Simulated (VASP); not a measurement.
A run of VASP 6.6.1:

The input INCAR:

```
SYSTEM = O
  PREC = Accurate
  ENCUT = 520
  EDIFF = 1E-6
  ISMEAR = -1
  SIGMA = 0.01
  LREAL = .False.
  LASPH = .True.
  NELM = 100
  ALGO = Normal
  ISIF = 2
  LWAVE = .False.
  LCHARG = .False.
  GGA = PE
  NBANDS = 13
```

Contents of KPOINTS:

```
regular mesh
0
Gamma
  12 12 12
  0 0 0
```

POSCAR

```
O
1.0
    0.0000000000      2.1352841015      3.3888662319
    1.4978042046      0.0000000000      3.3888662319
    1.4978042046      2.1352841015      0.0000000000
O
2
Direct
    0.0871000000      0.0871000000      0.9129000000
    0.9129000000      0.9129000000      0.0871000000
```

Potentials or basis: VASP PAW PBE potentials, release 64 (O).

The run is started by

```sh
$ cat potpaw_PBE.64/O/POTCAR > POTCAR
$ mpirun -np 1 vasp_std > vasp.out
```

Hardware: 1 thread of Intel(R) Xeon(R) Platinum 8488C (Sapphire Rapids), with other jobs on the host.

Task: Estimate the wall time of this run.

Result: It took 44 s on 1 thread of Intel(R) Xeon(R) Platinum 8488C (Sapphire Rapids), with other jobs on the host, peak memory 0.18 GiB. Counts: scf iterations 13, k points 280.
